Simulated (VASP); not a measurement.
## Ru: single point with PBE

The system is Ru.

```
CELL_PARAMETERS angstrom
2.70580 0.00000 0.00000
-1.35290 2.34329 0.00000
0.00000 0.00000 4.45318
ATOMIC_POSITIONS crystal
Ru 0.66667 0.33333 0.75000
Ru 0.33333 0.66667 0.25000
```

| Item | Value |
| --- | --- |
| Program | VASP 6.6.1 |
| Task | single point |
| Functional | PBE |
| Potentials or basis | VASP PAW PBE potentials, release 64 (Ru_pv) |
| Cutoff | 520 eV |
| k mesh | 9 × 9 × 5 |
| Occupations | fermi-dirac, width 0.05 eV |
| Spin | no spin polarisation |

```json
{
 "Pressure": "-7.6 GPa",
 "Band gap on the k mesh": "zero (bands 14 and 15 overlap by 2.67 eV)"
}
```

Stress tensor (GPa, compression positive):
```
 -1.18   0.00   0.00
  0.00  -1.18   0.00
  0.00   0.00 -20.36
```

Levels at points of the mesh, in eV from the Fermi level:
| k point | band 12 | band 13 | band 14 | band 15 | band 16 | band 17 |
| --- | --- | --- | --- | --- | --- | --- |
| (0.00, 0.00, 0.00) | -1.99 | -1.99 | -1.15 | -1.15 | 0.72 | 1.00 |

It took 30 s on 1 thread of Intel Xeon 8259CL (shared host), peak memory 0.14 GiB.

Caveat: the cell stands under tension.
